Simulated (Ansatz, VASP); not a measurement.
# One calculation of Pt, two programs

```xyz
1
Lattice="0.0000 1.9850 1.9850 1.9850 0.0000 1.9850 1.9850 1.9850 0.0000" Properties=species:S:1:pos:R:3 pbc="T T T"
Pt    0.0000    0.0000    0.0000
```

Alike in both runs: functional PBE; k mesh 18 × 18 × 18; occupations gaussian, width 0.1 eV; no spin polarisation.

Ansatz relaxed the structure, and its values are those at the end. VASP's run is a single point on that final structure, the one shown.

|  | VASP | Ansatz |
| --- | --- | --- |
| version | VASP 6.6.1 | Ansatz 0.2.0 |
| potentials or method | VASP PAW PBE potentials, release 64 (Pt), cutoff 500 eV | scalar-relativistic, plane waves, PAW |
| valence electrons in the cell | 10 | 18 |

```csv
,VASP,Ansatz,Ansatz less VASP
gap on the k mesh at the Fermi level (eV),none,none,-
pressure (GPa),-0.4,0.0,+0.43
```

A gap of «none» marks a metal or a gap that the smearing closes. The functional is the same, so the differences come from potentials, cutoffs and numerics. VASP's potentials hold 10 valence electrons a cell and Ansatz's 18, so a difference there can come from the potentials and not from the codes.

Neither program's run includes spin-orbit coupling.
